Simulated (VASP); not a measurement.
Input of a VASP 6.6.1 run:

Contents of INCAR:

```
SYSTEM = Al
PREC = Accurate
ENCUT = 520
EDIFF = 1E-7
ISMEAR = -1
SIGMA = 0.05
LREAL = .False.
LASPH = .True.
NELM = 60
ALGO = Normal
ISIF = 2
LWAVE = .False.
LCHARG = .False.
GGA = PS
NBANDS = 8
```

KPOINTS

```
regular mesh
0
Gamma
  11 11 11
  0 0 0
```

Contents of POSCAR:

```
Al
1.0
    0.0000000000      1.9729089814      1.9729089814
    1.9729089814      0.0000000000      1.9729089814
    1.9729089814      1.9729089814      0.0000000000
Al
1
Direct
    0.0000000000      0.0000000000      0.0000000000
```

Potentials or basis: VASP PAW PBE potentials, release 64 (Al).

Command:

```console
$ cat potpaw_PBE.64/Al/POTCAR > POTCAR
$ mpirun -np 1 vasp_std > vasp.out
```

Q: What does it give for the pressure?

A: 5.1 GPa.

Caveat: the PAW data sets were made with another functional, which shifts forces and pressure a little.
